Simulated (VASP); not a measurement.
# P (R-3) in VASP: single point with PBE

Aim: the single point of P with PBE.

Program: VASP 6.6.1. These are calculated values, not measurements. Logs are shortened: lines on timing, memory, paths and dates and some standing lists are left out, and cuts for length are marked.

## 1. The cell of the first run

The structure is trigonal, space group R-3 (No. 148). The conventional cell has a = 5.854 Å, b = 5.854 Å, c = 13.107 Å, α = 90.00°, β = 90.00°, γ = 120.00°. Within 3.0 Å of P (site symmetry 1) lie 4 P at 2.25 to 2.47 Å. P (site symmetry -3) has 12 P at 2.47 to 3.42 Å within 3.5 Å.

The cell was generated, and may not be a known phase.

## 2. Single point, PBE

Contents of INCAR:

```
  PREC = Accurate
  ENCUT = 500
  EDIFF = 1E-6
  ISMEAR = 0
  SIGMA = 0.1
  LREAL = F
  LASPH = T
  NELM = 120
  ALGO = Normal
  ISIF = 2
  LWAVE = F
  LCHARG = F
  GGA = PE
  NBANDS = 26
  GGA_COMPAT = F
```

Contents of KPOINTS:

```
Automatic mesh
0
Gamma
  12 12 12
```

Contents of POSCAR:

```
P
1.0
    2.9271132464      1.6899696208      4.3690608990
   -2.9271132464      1.6899696208      4.3690608990
    0.0000000000     -3.3799392416      4.3690608990
P
7
Direct
    0.4494720245      0.1133757395      0.7935892726
    0.7935892726      0.4494720245      0.1133757395
    0.1133757395      0.7935892726      0.4494720245
    0.5505279755      0.8866242605      0.2064107274
    0.2064107274      0.5505279755      0.8866242605
    0.8866242605      0.2064107274      0.5505279755
    0.0000000000      0.0000000000      0.0000000000
```

Potentials or basis: VASP PAW PBE potentials, release 64 (P).

The run is started by

```sh
$ cat potpaw_PBE.64/P/POTCAR > POTCAR
$ mpirun -np 1 vasp_std > vasp.out
```

OUTCAR:

```text
PREC = Accurate
   ENCUT = 500
   EDIFF = 1E-6
   ISMEAR = 0
   LREAL = F
   LASPH = T
   NELM = 120
   ISIF = 2
   GGA = PE

 ion  position               nearest neighbor table
   1  0.449  0.113  0.794-   4 2.25   5 2.35   6 2.35   7 2.47
   2  0.794  0.449  0.113-   5 2.25   4 2.35   6 2.35   7 2.47
   3  0.113  0.794  0.449-   6 2.25   4 2.35   5 2.35   7 2.47
   4  0.551  0.887  0.206-   1 2.25   2 2.35   3 2.35   7 2.47
   5  0.206  0.551  0.887-   2 2.25   1 2.35   3 2.35   7 2.47
   6  0.887  0.206  0.551-   3 2.25   1 2.35   2 2.35   7 2.47
   7  0.000  0.000  0.000-   2 2.47   5 2.47   4 2.47   1 2.47   3 2.47   6 2.47

  LATTYP: Found a trigonal (rhomboedric) cell.
 ALAT       =     5.5238286012
 COS(alpha) =     0.4383979854

  Lattice vectors:

 A1 = (   2.9271132464,   1.6899696208,   4.3690608990)
 A2 = (  -2.9271132464,   1.6899696208,   4.3690608990)
 A3 = (   0.0000000000,  -3.3799392416,   4.3690608990)

Analysis of symmetry for initial positions (statically):
=====================================================================
 Subroutine PRICEL returns:
 Original cell was already a primitive cell.

 Routine SETGRP: Setting up the symmetry group for a
 trigonal (rhombohedral) supercell.

 Subroutine GETGRP returns: Found  6 space group operations
 (whereof  6 operations were pure point group operations)
 out of a pool of 12 trial point group operations.

The static configuration has the point symmetry S_6 .

Analysis of symmetry for dynamics (positions and initial velocities):
=====================================================================
 Subroutine PRICEL returns:
 Original cell was already a primitive cell.

 Routine SETGRP: Setting up the symmetry group for a
 trigonal (rhombohedral) supercell.

 Subroutine GETGRP returns: Found  6 space group operations
 (whereof  6 operations were pure point group operations)
 out of a pool of 12 trial point group operations.

The dynamic configuration has the point symmetry S_6 .

 Subroutine INISYM returns: Found  6 space group operations
 (whereof  6 operations are pure point group operations),
 and found     1 'primitive' translations

----------------------------------------------------------------------------------------

                                     Primitive cell

  volume of cell :     129.6755

  direct lattice vectors                    reciprocal lattice vectors
     2.927113246  1.689969621  4.369060899     0.170816760  0.098621102  0.076294046
    -2.927113246  1.689969621  4.369060899    -0.170816760  0.098621102  0.076294046
     0.000000000 -3.379939242  4.369060899     0.000000000 -0.197242204  0.076294046

  length of vectors
     5.523828601  5.523828601  5.523828601     0.211483495  0.211483495  0.211483495

  position of ions in fractional coordinates (direct lattice)
     0.449472024  0.113375740  0.793589273
     0.793589273  0.449472024  0.113375740
     0.113375740  0.793589273  0.449472024
     0.550527976  0.886624260  0.206410727
     0.206410727  0.550527976  0.886624260
     0.886624260  0.206410727  0.550527976
     0.000000000  0.000000000  0.000000000

  ion indices of the primitive-cell ions
   primitive index   ion index
                 1           1
                 2           2
                 3           3
                 4           4
                 5           5
                 6           6
                 7           7

----------------------------------------------------------------------------------------

 KPOINTS: Automatic mesh

Automatic generation of k-mesh.
 Grid dimensions read from file:
 generate k-points for:   12   12   12

 Generating k-lattice:

  Cartesian coordinates                     Fractional coordinates (reciprocal lattice)
     0.014234730  0.008218425  0.006357837     0.083333333  0.000000000 -0.000000000
    -0.014234730  0.008218425  0.006357837     0.000000000  0.083333333 -0.000000000
     0.000000000 -0.016436850  0.006357837    -0.000000000 -0.000000000  0.083333333

  Length of vectors
     0.017623625  0.017623625  0.017623625

  Shift w.r.t. Gamma in fractional coordinates (k-lattice)
     0.000000000  0.000000000  0.000000000

 Subroutine IBZKPT returns following result:
 ===========================================

 Found    294 irreducible k-points:

 Following reciprocal coordinates:
            Coordinates               Weight
  0.000000  0.000000  0.000000      1.000000
  0.083333 -0.000000  0.000000      6.000000
  0.166667  0.000000  0.000000      6.000000
  0.250000  0.000000  0.000000      6.000000
  0.333333 -0.000000  0.000000      6.000000
  0.416667  0.000000  0.000000      6.000000
[... 16 lines left out ...]
 -0.250000  0.083333 -0.000000      6.000000
  0.250000  0.000000 -0.083333      6.000000
 [... further k-points ...]
   k-points           NKPTS =    294   k-points in BZ     NKDIM =    294   number of bands    NBANDS=     26
   number of dos      NEDOS =    301   number of ions     NIONS =      7
   total plane-waves  NPLWV =  64000
   dimension x,y,z NGX =    40 NGY =   40 NGZ =   40
   dimension x,y,z NGXF=    80 NGYF=   80 NGZF=   80
   ions per type =               7
   NGX,Y,Z   is equivalent  to a cutoff of  12.04, 12.04, 12.04 a.u.
   NGXF,Y,Z  is equivalent  to a cutoff of  24.08, 24.08, 24.08 a.u.
 SYSTEM =  unknown system
   PREC   = accura    normal or accurate (medium, high low for compatibility)
   ISTART =      0    job   : 0-new  1-cont  2-samecut
   ICHARG =      2    charge: 1-file 2-atom 10-const
   ISPIN  =      1    spin polarized calculation?
   LNONCOLLINEAR =      F non collinear calculations
   LSORBIT =      F    spin-orbit coupling
   LASPH  =      T    aspherical Exc in radial PAW
   ENCUT  =  500.0 eV  36.75 Ry    6.06 a.u.  10.07 10.07 10.07*2*pi/ulx,y,z
   NELM   =    120;   NELMIN=  2; NELMDL= -5     # of ELM steps
   EDIFF  = 0.1E-05   stopping-criterion for ELM
   LREAL  =      F    real-space projection
   EDIFFG = 0.1E-04   stopping-criterion for IOM
   NSW    =      0    number of steps for IOM
   IBRION =     -1    ionic relax: 0-MD 1-quasi-New 2-CG
   NFREE  =      0    steps in history (QN), initial steepest desc. (CG)
   ISIF   =      2    stress and relaxation
   ISYM   =      2    0-nonsym 1-usesym 2-fastsym
   POTIM  = 0.5000    time-step for ionic-motion
   TEBEG  =    0.0;   TEEND  =   0.0 temperature during run
   PSTRESS=    0.0 pullay stress
   NELECT =      35.0000    total number of electrons
   NUPDOWN=      -1.0000    fix difference up-down
   EMIN   =  10.00;   EMAX   =-10.00  energy-range for DOS
   EFERMI =   0.00;   METHOD = LEGACY
   ISMEAR =     0;   SIGMA  =   0.10  broadening in eV -4-tet -1-fermi 0-gaus
   EFERMI_NEDOS =   21; number of points for ismear=-14 and -15
   IALGO  =     38    algorithm
   IMIX   =      4    mixing-type and parameters
     AMIX     =   0.40;   BMIX     =  1.00
     AMIX_MAG =   1.60;   BMIX_MAG =  1.00
  volume/ion in A,a.u.               =      18.53       125.01
  Fermi-wavevector in a.u.,A,eV,Ry     =   1.057982  1.999296 15.229352  1.119326
  Thomas-Fermi vector in A             =   2.193275
   LORBIT       =      0    0 simple, 1 ext, 2 COOP (PROOUT), +10 PAW based schemes
   GGA     = PE    functional components
   LHFCALC =     F    Hartree Fock is set to
   AEXX    =    0.0000 exact exchange contribution
   IVDW    =     0    specifies the selected vdW correction
   LEPSILON=     F    determine dielectric tensor
   LRPA    =     F    only Hartree local field effects (RPA)
 non-spin polarized calculation
 Gauss-broadening in eV      SIGMA  =   0.10
  energy-cutoff  :      500.00
  volume of cell :      129.68
 maximum number of plane-waves:      3340
   NGX = 21   NGY = 21   NGZ = 21

 number of electron      34.9999997 magnetization

 Free energy of the ion-electron system (eV)
  ---------------------------------------------------
  ext. energy  EPLUGINS =         0.00000000
  ---------------------------------------------------
  free energy    TOTEN  =       -35.95834766 eV

  energy without entropy =      -35.94039014  energy(sigma->0) =      -35.94936890

 E-fermi :   6.6383     XC(G=0):  -9.9733

 val. band max:        6.6372924391   @ k =  -0.3333  -0.3333   0.2500
 cond. band min:       6.6413251718   @ k =  -0.2500  -0.4167   0.0833
 fundamental gap:      0.0040327327
 Fermi energy:         6.6382803317

 k-point     1 :       0.0000    0.0000    0.0000
  band No.  band energies     occupation
      1      -8.9857      2.00000
      2      -4.4563      2.00000
      3      -4.4563      2.00000
      4      -3.9809      2.00000
      5      -3.9809      2.00000
      6      -3.5652      2.00000
[... 18 lines left out ...]
     25      10.3053      0.00000
     26      10.9066      0.00000

 k-point     2 :       0.0833   -0.0000    0.0000
  band No.  band energies     occupation
      1      -8.9492      2.00000
      2      -4.7791      2.00000
      3      -4.6285      2.00000
      4      -3.9109      2.00000
      5      -3.7705      2.00000
      6      -3.4491      2.00000
[... 18 lines left out ...]
     25      10.7387      0.00000
     26      11.2992      0.00000

 k-point     3 :       0.1667    0.0000    0.0000
  band No.  band energies     occupation
      1      -8.8409      2.00000
      2      -5.3397      2.00000
      3      -4.8795      2.00000
      4      -3.8778      2.00000
      5      -3.4969      2.00000
      6      -3.2062      2.00000
[... 572 lines left out ...]
 k-point    23 :      -0.2500    0.0833   -0.0000
  band No.  band energies     occupation
      1      -8.5572      2.00000
      2      -6.1176      2.00000
      3      -5.3487      2.00000
      4      -3.9957      2.00000
      5      -3.0195      2.00000
      6      -2.7000      2.00000
[... 18 lines left out ...]
     25      11.0001      0.00000
     26      11.5576      0.00000

 k-point    24 :       0.2500    0.0000   -0.0833
  band No.  band energies     occupation
      1      -8.5575      2.00000
      2      -6.1046      2.00000
      3      -5.3797      2.00000
      4      -3.8579      2.00000
      5      -3.3947      2.00000
      6      -2.3024      2.00000
[... 18 lines left out ...]
     25      10.6834      0.00000
     26      11.2907      0.00000

 [... further k-points ...]

------------------------ aborting loop because EDIFF is reached ----------------------------------------

  FORCE on cell =-STRESS in cart. coord.  units (eV):
  Direction    XX          YY          ZZ          XY          YZ          ZX
  --------------------------------------------------------------------------------------
  -------------------------------------------------------------------------------------
  Total       -0.2038856     -0.2038856     -0.1968492      0.0000000      0.0000000      0.0000000
  in kB       -2.5190652     -2.5190652     -2.4321279      0.0000005      0.0000000      0.0000000
  external PRESSURE =      -2.4900861 kB  Pullay stress =       0.0000000 kB

 VOLUME and BASIS-vectors are now :
 -----------------------------------------------------------------------------
  energy-cutoff  :      500.00
  volume of cell :      129.68
      direct lattice vectors                 reciprocal lattice vectors
     2.927113246  1.689969621  4.369060899     0.170816760  0.098621102  0.076294046
    -2.927113246  1.689969621  4.369060899    -0.170816760  0.098621102  0.076294046
     0.000000000 -3.379939242  4.369060899     0.000000000 -0.197242204  0.076294046

 POSITION                                       TOTAL-FORCE (eV/Angst)
 -----------------------------------------------------------------------------------
      0.98379     -1.73109      5.92636         0.013827     -0.012045      0.043265
      1.00727      1.71753      5.92636         0.003518      0.017997      0.043265
     -1.99106      0.01356      5.92636        -0.017345     -0.005952      0.043265
     -0.98379      1.73109      7.18083        -0.013827      0.012045     -0.043265
     -1.00727     -1.71753      7.18083        -0.003518     -0.017997     -0.043265
      1.99106     -0.01356      7.18083         0.017345      0.005952     -0.043265
      0.00000      0.00000      0.00000         0.000000     -0.000000     -0.000000
 -----------------------------------------------------------------------------------
    total drift:                                0.000000      0.000000     -0.000000

  FREE ENERGIE OF THE ION-ELECTRON SYSTEM (eV)
  ---------------------------------------------------
  free  energy   TOTEN  =       -35.9583476579 eV

  energy  without entropy=      -35.9403901409  energy(sigma->0) =      -35.94936890
```

It took 5.2 min on 1 thread of Intel Xeon Platinum 8559C (Emerald Rapids), shared host; peak memory 0.68 GiB.

What came out:

- Free energy: -35.9583 eV
- Pressure: -0.2 GPa
- Largest force: 0.047 eV/Å
- Band gap on the k mesh: zero (an odd number of electrons rules out a gap without spin polarisation)

Forces on the atoms (eV/Å):
```
P    0.014 -0.012  0.043
P    0.004  0.018  0.043
P   -0.017 -0.006  0.043
P   -0.014  0.012 -0.043
P   -0.004 -0.018 -0.043
P    0.017  0.006 -0.043
P    0.000  0.000  0.000
```

Caveat: an odd number of electrons without spin polarisation forces a metal; a magnetic or distorted state may lie lower.
